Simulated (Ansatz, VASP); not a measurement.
# Two plane-wave programs on Cr

File INCAR:

```
SYSTEM = Cr
PREC     = Accurate       ! precision mode
ENCUT    = 520            ! plane-wave cutoff, eV
EDIFF    = 1E-6           ! SCF threshold, eV
ISMEAR   = 1              ! smearing method
SIGMA    = 0.6            ! smearing width, eV
LREAL    = .FALSE.        ! projectors in reciprocal space
LASPH    = .TRUE.         ! aspherical terms in the spheres
NELM     = 60             ! most SCF steps
ALGO     = Normal         ! electronic algorithm
ISIF     = 2              ! what is computed and relaxed
LWAVE    = .FALSE.        ! write WAVECAR
LCHARG   = .FALSE.        ! write CHGCAR
GGA      = PE             ! functional
NBANDS   = 12             ! bands
```

KPOINTS

```
regular mesh
0
G
  15 15 15
  0 0 0
```

The input POSCAR:

```
Cr
1.0
   -1.4243177237      1.4243177237      1.4243177237
    1.4243177237     -1.4243177237      1.4243177237
    1.4243177237      1.4243177237     -1.4243177237
Cr
1
Direct
    0.0000000000      0.0000000000      0.0000000000
```

Input for Ansatz:

```yaml
crystal:
  lattice:
    - [-1.4243177237, 1.4243177237, 1.4243177237]
    - [1.4243177237, -1.4243177237, 1.4243177237]
    - [1.4243177237, 1.4243177237, -1.4243177237]
  atoms:
    - { symbol: Cr, position: [0.0, 0.0, 0.0] }
hamiltonian:
  xc: pbe
  pseudopotentials:
    kind: paw
    azcp:
      Cr: "pseudopotentials/Cr.paw.azcp"
basis:
  ecutwfc: 420
  fft_grid_basis: typed
kpoints:
  mp_grid: { grid: [15, 15, 15], shift: [0, 0, 0] }
magnetization:
  spin_polarized: false
scf:
  occupations: { method: methfessel_paxton, width: 0.6 }
  lower_state_search: "off"
output:
  stress: true
```

Alike in both runs: task single point; functional PBE; k mesh 15 × 15 × 15; occupations methfessel-paxton of order 1, width 0.6 eV; no spin polarisation.

|  | VASP | Ansatz |
| --- | --- | --- |
| version | VASP 6.6.1 | Ansatz 0.2.0 |
| potentials or method | VASP PAW PBE potentials, release 64 (Cr_pv), cutoff 520 eV | plane waves (420 eV) with PAW, scalar-relativistic |
| valence electrons in the cell | 12 | 14 |

```csv
,VASP,Ansatz,Ansatz less VASP
pressure (GPa),-1.2,-0.6,+0.53
```

VASP's potentials hold 12 valence electrons a cell and Ansatz's 14, so a difference there can come from the potentials and not from the codes.
